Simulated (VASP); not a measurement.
# ZrC (Fm-3m) in VASP: further runs, part 3 of 4

VASP 6.6.1. Earlier steps stand in the parts before.

### Step 5. Electric field gradients, PBEsol (volume scaled by 0.94)

INCAR reads:

```
SYSTEM = ZrC
ALGO = Normal ; EDIFF = 1E-8
ENCUT = 520 ; GGA = PS
ISIF = 2 ; ISMEAR = -1
LASPH = .TRUE. ; LCHARG = .FALSE.
LEFG = .TRUE. ; LREAL = .FALSE.
LWAVE = .FALSE. ; NBANDS = 15
NELM = 100 ; PREC = Accurate
SIGMA = 0.05
```

KPOINTS reads:

```
k-points
0
G
  15 15 15
  0 0 0
```

POSCAR reads:

```
ZrC
1.0
    0.0000000000      2.3022330686      2.3022330686
    2.3022330686      0.0000000000      2.3022330686
    2.3022330686      2.3022330686      0.0000000000
Zr C
1 1
Direct
    0.5000000000      0.5000000000      0.5000000000
    0.0000000000      0.0000000000      0.0000000000
```

Potentials or basis: VASP PAW PBE potentials, release 64 (Zr_sv, C).

The run is started by

```sh
cat potpaw_PBE.64/Zr_sv/POTCAR potpaw_PBE.64/C/POTCAR > POTCAR
mpirun -np 1 vasp_std > vasp.out
```

OUTCAR:

```text
SYSTEM = ZrC
   EDIFF = 1E-8
   ENCUT = 520
   GGA = PS
   ISIF = 2
   ISMEAR = -1
   LASPH = .TRUE.
   LREAL = .FALSE.
   NELM = 100
   PREC = Accurate

 ion  position               nearest neighbor table
   1  0.500  0.500  0.500-   2 2.30   2 2.30   2 2.30   2 2.30   2 2.30   2 2.30
   2  0.000  0.000  0.000-   1 2.30   1 2.30   1 2.30   1 2.30   1 2.30   1 2.30

  LATTYP: Found a face centered cubic cell.
 ALAT       =     4.6044661372

  Lattice vectors:

 A1 = (   0.0000000000,   2.3022330686,   2.3022330686)
 A2 = (   2.3022330686,   0.0000000000,   2.3022330686)
 A3 = (   2.3022330686,   2.3022330686,   0.0000000000)

Analysis of symmetry for initial positions (statically):
=====================================================================
 Subroutine PRICEL returns:
 Original cell was already a primitive cell.

 Routine SETGRP: Setting up the symmetry group for a
 face centered cubic supercell.

[... 620 lines left out ...]
      direct lattice vectors                 reciprocal lattice vectors
     0.000000000  2.302233069  2.302233069    -0.217180444  0.217180444  0.217180444
     2.302233069  0.000000000  2.302233069     0.217180444 -0.217180444  0.217180444
     2.302233069  2.302233069  0.000000000     0.217180444  0.217180444 -0.217180444

 POSITION                                       TOTAL-FORCE (eV/Angst)
 -----------------------------------------------------------------------------------
      2.30223      2.30223      2.30223        -0.000000     -0.000000     -0.000000
      0.00000      0.00000      0.00000         0.000000      0.000000      0.000000
 -----------------------------------------------------------------------------------
    total drift:                                0.000000     -0.000000      0.000000

  FREE ENERGIE OF THE ION-ELECTRON SYSTEM (eV)
  ---------------------------------------------------
  free  energy   TOTEN  =       -20.5374102642 eV

  energy  without entropy=      -20.5350829535  energy(sigma->0) =      -20.53624661

 Electric field gradients (V/A^2)
---------------------------------------------------------------------
 ion       V_xx      V_yy      V_zz      V_xy      V_xz      V_yz
---------------------------------------------------------------------
   1       0.000    -0.000    -0.000    -0.000    -0.000    -0.000
   2      -0.000    -0.000    -0.000     0.000     0.000     0.000
---------------------------------------------------------------------

 Electric field gradients after diagonalization (V/A^2)
 (convention: |V_zz| > |V_xx| > |V_yy|)
----------------------------------------------------------------------
 ion       V_xx      V_yy      V_zz     asymmetry (V_yy - V_xx)/ V_zz
----------------------------------------------------------------------
   1       0.000     0.000    -0.000       0.000
   2      -0.000    -0.000     0.001       0.000
----------------------------------------------------------------------

           NMR quadrupolar parameters

 Cq : quadrupolar parameter    Cq=e*Q*V_zz/h
 eta: asymmetry parameters     (V_yy - V_xx)/ V_zz
 Q  : nuclear electric quadrupole moment in mb (millibarn)
----------------------------------------------------------------------
 ion       Cq(MHz)       eta       Q (mb)
----------------------------------------------------------------------
   1      -0.000       0.000       1.000
   2       0.000       0.000       1.000
----------------------------------------------------------------------
```

OSZICAR:

```text
N       E                     dE             d eps       ncg     rms          rms(c)
DAV:   1     0.992481171173E+02    0.99248E+02   -0.86012E+03  3608   0.108E+03
DAV:   2    -0.177511741255E+02   -0.11700E+03   -0.10952E+03  4545   0.291E+02
DAV:   3    -0.235283715729E+02   -0.57772E+01   -0.57405E+01  5807   0.550E+01
DAV:   4    -0.236918031613E+02   -0.16343E+00   -0.16333E+00  4434   0.621E+00
DAV:   5    -0.236932590358E+02   -0.14559E-02   -0.14559E-02  4772   0.572E-01    0.236E+01
DAV:   6    -0.206248373291E+02    0.30684E+01   -0.54033E+00  4254   0.218E+01    0.889E+00
DAV:   7    -0.205553875730E+02    0.69450E-01   -0.51965E-01  4189   0.539E+00    0.731E+00
DAV:   8    -0.205615287066E+02   -0.61411E-02   -0.24333E-01  4503   0.368E+00    0.450E+00
DAV:   9    -0.205377629356E+02    0.23766E-01   -0.42067E-02  3950   0.140E+00    0.605E-01
DAV:  10    -0.205374779494E+02    0.28499E-03   -0.43413E-03  4692   0.578E-01    0.262E-01
DAV:  11    -0.205374154271E+02    0.62522E-04   -0.31305E-04  3964   0.169E-01    0.445E-02
DAV:  12    -0.205374107332E+02    0.46939E-05   -0.56969E-06  4552   0.203E-02    0.561E-03
DAV:  13    -0.205374103146E+02    0.41862E-06   -0.67817E-07  4406   0.593E-03    0.189E-03
DAV:  14    -0.205374102665E+02    0.48089E-07   -0.28071E-08  4370   0.131E-03    0.433E-04
DAV:  15    -0.205374102642E+02    0.23288E-08   -0.39496E-09  3025   0.470E-04
   1 F= -.20537410E+02 E0= -.20536247E+02  d E =-.232731E-02
```

Wall time 24 s (1 thread of Intel Xeon Platinum 8375C at 2.90GHz (Ice Lake), shared host); peak memory 0.17 GiB.

What came out:

```yaml
Free_energy: -20.5374 eV
Pressure: 11.1 GPa
Band_gap_on_the_k_mesh: zero (band 8 reaches 11.19 eV, above the bottom of band 9 at 9.85 eV)
```

Caveat: without QUAD_EFG the Cq values of the log hold for a quadrupole moment of 1 mb, not for the nuclei; the PAW data sets were made with another functional, which shifts forces and pressure a little.

### Step 6. Electric field gradients, PBEsol (volume scaled by 0.9405)

INCAR reads:

```
PREC = Accurate ; ENCUT = 520
EDIFF = 1E-8 ; ISMEAR = -1
SIGMA = 0.05 ; LREAL = F
LASPH = T ; NELM = 100
ALGO = Normal ; ISIF = 2
LWAVE = F ; LCHARG = F
GGA = PS ; LEFG = T
NBANDS = 15
```

KPOINTS reads:

```
Automatic mesh
0
Gamma
  15 15 15
```

POSCAR reads:

```
ZrC
1.0
    0.0000000000      2.3026411936      2.3026411936
    2.3026411936      0.0000000000      2.3026411936
    2.3026411936      2.3026411936      0.0000000000
Zr C
1 1
Direct
    0.5000000000      0.5000000000      0.5000000000
    0.0000000000      0.0000000000      0.0000000000
```

Potentials or basis: VASP PAW PBE potentials, release 64 (Zr_sv, C).

The run is started by

```sh
cat potpaw_PBE.64/Zr_sv/POTCAR potpaw_PBE.64/C/POTCAR > POTCAR
mpirun -np 1 vasp_std > vasp.out
```

OUTCAR:

```text
PREC = Accurate
   ENCUT = 520
   EDIFF = 1E-8
   ISMEAR = -1
   LREAL = F
   LASPH = T
   NELM = 100
   ISIF = 2
   GGA = PS

 ion  position               nearest neighbor table
   1  0.500  0.500  0.500-   2 2.30   2 2.30   2 2.30   2 2.30   2 2.30   2 2.30
   2  0.000  0.000  0.000-   1 2.30   1 2.30   1 2.30   1 2.30   1 2.30   1 2.30

  LATTYP: Found a face centered cubic cell.
 ALAT       =     4.6052823872

  Lattice vectors:

 A1 = (   0.0000000000,   2.3026411936,   2.3026411936)
 A2 = (   2.3026411936,   0.0000000000,   2.3026411936)
 A3 = (   2.3026411936,   2.3026411936,   0.0000000000)

Analysis of symmetry for initial positions (statically):
=====================================================================
 Subroutine PRICEL returns:
 Original cell was already a primitive cell.

 Routine SETGRP: Setting up the symmetry group for a
 face centered cubic supercell.

 Subroutine GETGRP returns: Found 48 space group operations
 (whereof 48 operations were pure point group operations)
 out of a pool of 48 trial point group operations.

The static configuration has the point symmetry O_h .

Analysis of symmetry for dynamics (positions and initial velocities):
=====================================================================
 Subroutine PRICEL returns:
 Original cell was already a primitive cell.

 Routine SETGRP: Setting up the symmetry group for a
 face centered cubic supercell.

 Subroutine GETGRP returns: Found 48 space group operations
 (whereof 48 operations were pure point group operations)
 out of a pool of 48 trial point group operations.

The dynamic configuration has the point symmetry O_h .

 Subroutine INISYM returns: Found 48 space group operations
 (whereof 48 operations are pure point group operations),
 and found     1 'primitive' translations

----------------------------------------------------------------------------------------

                                     Primitive cell

  volume of cell :      24.4179

  direct lattice vectors                    reciprocal lattice vectors
     0.000000000  2.302641194  2.302641194    -0.217141950  0.217141950  0.217141950
     2.302641194  0.000000000  2.302641194     0.217141950 -0.217141950  0.217141950
     2.302641194  2.302641194  0.000000000     0.217141950  0.217141950 -0.217141950

  length of vectors
     3.256426405  3.256426405  3.256426405     0.376100891  0.376100891  0.376100891

  position of ions in fractional coordinates (direct lattice)
     0.500000000  0.500000000  0.500000000
     0.000000000  0.000000000  0.000000000

  ion indices of the primitive-cell ions
   primitive index   ion index
                 1           1
                 2           2

----------------------------------------------------------------------------------------

 KPOINTS: Automatic mesh

Automatic generation of k-mesh.
 Grid dimensions read from file:
 generate k-points for:   15   15   15

 Generating k-lattice:

  Cartesian coordinates                     Fractional coordinates (reciprocal lattice)
    -0.014476130  0.014476130  0.014476130     0.066666667  0.000000000  0.000000000
[... 74 lines left out ...]
   ISMEAR =    -1;   SIGMA  =   0.05  broadening in eV -4-tet -1-fermi 0-gaus
   EFERMI_NEDOS =   21; number of points for ismear=-14 and -15
   IALGO  =     38    algorithm
   IMIX   =      4    mixing-type and parameters
     AMIX     =   0.40;   BMIX     =  1.00
     AMIX_MAG =   1.60;   BMIX_MAG =  1.00
  volume/ion in A,a.u.               =      12.21        82.39
  Fermi-wavevector in a.u.,A,eV,Ry     =   1.421931  2.687060 27.509458  2.021888
  Thomas-Fermi vector in A             =   2.542689
   LORBIT       =      0    0 simple, 1 ext, 2 COOP (PROOUT), +10 PAW based schemes
   GGA     = PS    functional components
   LHFCALC =     F    Hartree Fock is set to
   AEXX    =    0.0000 exact exchange contribution
   IVDW    =     0    specifies the selected vdW correction
   LEPSILON=     F    determine dielectric tensor
   LRPA    =     F    only Hartree local field effects (RPA)
 non-spin polarized calculation
  energy-cutoff  :      520.00
  volume of cell :       24.42
 maximum number of plane-waves:       680
   NGX = 13   NGY = 13   NGZ = 13

 number of electron      16.0000000 magnetization

 Free energy of the ion-electron system (eV)
  ---------------------------------------------------
  ext. energy  EPLUGINS =         0.00000000
  ---------------------------------------------------
  free energy    TOTEN  =       -20.53830757 eV

  energy without entropy =      -20.53597933  energy(sigma->0) =      -20.53714345

 E-fermi :  10.2130     XC(G=0): -12.5850

 val. band max:       10.1853984749   @ k =   0.4000   0.4000   0.0000
 cond. band min:      10.2413515670   @ k =   0.4000   0.3333   0.0000
 fundamental gap:      0.0559530921
 Fermi energy:        10.2129518210

 k-point     1 :       0.0000    0.0000    0.0000
  band No.  band energies     occupation
      1     -37.5285      2.00000
      2     -15.2223      2.00000
      3     -15.2223      2.00000
      4     -15.2223      2.00000
      5      -1.2759      2.00000
      6      11.1811      0.00000
      7      11.1811      0.00000
      8      11.1811      0.00000
      9      11.2869      0.00000
     10      11.2869      0.00000
     11      11.2869      0.00000
     12      13.1970      0.00000
     13      13.1970      0.00000
     14      18.2261      0.00000
[... 401 lines left out ...]
      2     -15.5331      2.00000
      3     -15.3113      2.00000
      4     -15.2995      2.00000
      5      -0.4049      2.00000
      6       7.7241      2.00000
      7       9.4386      2.00000
      8       9.7249      1.99988
      9      10.7267      0.00007
     10      13.3176      0.00000
     11      13.7332      0.00000
     12      14.4277      0.00000
     13      16.5727      0.00000
     14      20.2691      0.00000
     15      23.0890      0.00000

 [... further k-points ...]
[... 5 lines left out ...]
  --------------------------------------------------------------------------------------
  -------------------------------------------------------------------------------------
  Total        1.6744073      1.6744073      1.6744073     -0.0000000     -0.0000000     -0.0000000
  in kB      109.8658918    109.8658918    109.8658918     -0.0000000     -0.0000000     -0.0000000
  external PRESSURE =     109.8658918 kB  Pullay stress =       0.0000000 kB

 VOLUME and BASIS-vectors are now :
 -----------------------------------------------------------------------------
  energy-cutoff  :      520.00
  volume of cell :       24.42
      direct lattice vectors                 reciprocal lattice vectors
     0.000000000  2.302641194  2.302641194    -0.217141950  0.217141950  0.217141950
     2.302641194  0.000000000  2.302641194     0.217141950 -0.217141950  0.217141950
     2.302641194  2.302641194  0.000000000     0.217141950  0.217141950 -0.217141950

 POSITION                                       TOTAL-FORCE (eV/Angst)
 -----------------------------------------------------------------------------------
      2.30264      2.30264      2.30264         0.000000      0.000000     -0.000000
      0.00000      0.00000      0.00000        -0.000000      0.000000      0.000000
 -----------------------------------------------------------------------------------
    total drift:                                0.000000     -0.000000      0.000000

  FREE ENERGIE OF THE ION-ELECTRON SYSTEM (eV)
  ---------------------------------------------------
  free  energy   TOTEN  =       -20.5383075660 eV

  energy  without entropy=      -20.5359793262  energy(sigma->0) =      -20.53714345

 Electric field gradients (V/A^2)
---------------------------------------------------------------------
 ion       V_xx      V_yy      V_zz      V_xy      V_xz      V_yz
---------------------------------------------------------------------
   1      -0.000    -0.000    -0.000    -0.000    -0.000    -0.000
   2      -0.000    -0.000     0.000     0.000     0.000     0.000
---------------------------------------------------------------------

 Electric field gradients after diagonalization (V/A^2)
 (convention: |V_zz| > |V_xx| > |V_yy|)
----------------------------------------------------------------------
 ion       V_xx      V_yy      V_zz     asymmetry (V_yy - V_xx)/ V_zz
----------------------------------------------------------------------
   1       0.000     0.000    -0.000       0.000
   2      -0.000    -0.000     0.001       0.000
----------------------------------------------------------------------

           NMR quadrupolar parameters

 Cq : quadrupolar parameter    Cq=e*Q*V_zz/h
 eta: asymmetry parameters     (V_yy - V_xx)/ V_zz
 Q  : nuclear electric quadrupole moment in mb (millibarn)
----------------------------------------------------------------------
 ion       Cq(MHz)       eta       Q (mb)
----------------------------------------------------------------------
   1      -0.000       0.000       1.000
   2       0.000       0.000       1.000
----------------------------------------------------------------------
```

Run time: 25 s. Hardware: 1 thread of Intel Xeon Platinum 8375C at 2.90GHz (Ice Lake), shared host; peak memory 0.17 GiB.

Results:

```yaml
Free_energy: -20.5383 eV
Pressure: 11.0 GPa
Band_gap_on_the_k_mesh: zero (band 8 reaches 11.18 eV, above the bottom of band 9 at 9.85 eV)
```

Levels at points of the mesh, in eV from the Fermi level:
```csv
k point,band 4,band 5,band 6,band 7,band 8,band 9,band 10,band 11,band 12,band 13
"(0.00, 0.00, 0.00)",-25.44,-11.49,0.97,0.97,0.97,1.07,1.07,1.07,2.98,2.98
```

Caveat: without QUAD_EFG the Cq values of the log hold for a quadrupole moment of 1 mb, not for the nuclei; the PAW data sets were made with another functional, which shifts forces and pressure a little.

(Part 3 of 4 ends here.)
